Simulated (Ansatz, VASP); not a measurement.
# BN in VASP and in Ansatz

```
B N
1.0
     2.50097    0.00000    0.00000
    -1.25048    2.16590    0.00000
     0.00000    0.00000    6.89580
B N
2 2
Direct
  0.33333 0.66667 0.25000
  0.66667 0.33333 0.75000
  0.33333 0.66667 0.75000
  0.66667 0.33333 0.25000
```

Alike in both runs: task single point; functional r2SCAN; k mesh 10 × 10 × 4; occupations gaussian, width 0.05 eV; no spin polarisation.

|  | VASP | Ansatz |
| --- | --- | --- |
| version | VASP 6.6.1 | Ansatz 0.2.0 |
| potentials or method | VASP PAW PBE potentials, release 64 (B, N), cutoff 520 eV | scalar-relativistic, plane waves, PAW |
| valence electrons in the cell | 16 | 16 |

VASP gave:

| Quantity | Value |
| --- | --- |
| pressure (GPa) | 0.3 |
| traceless stress, the component that is largest in VASP (GPa) | -0.65 |

Q: What did Ansatz give for the same quantities?

A: Pressure (GPa): 0.0; traceless stress, the component that is largest in VASP (GPa): 0.00.

VASP's potentials were made for PBE, not for r2SCAN. With one functional, cell and mesh, what is left measures potentials, basis and numerics.
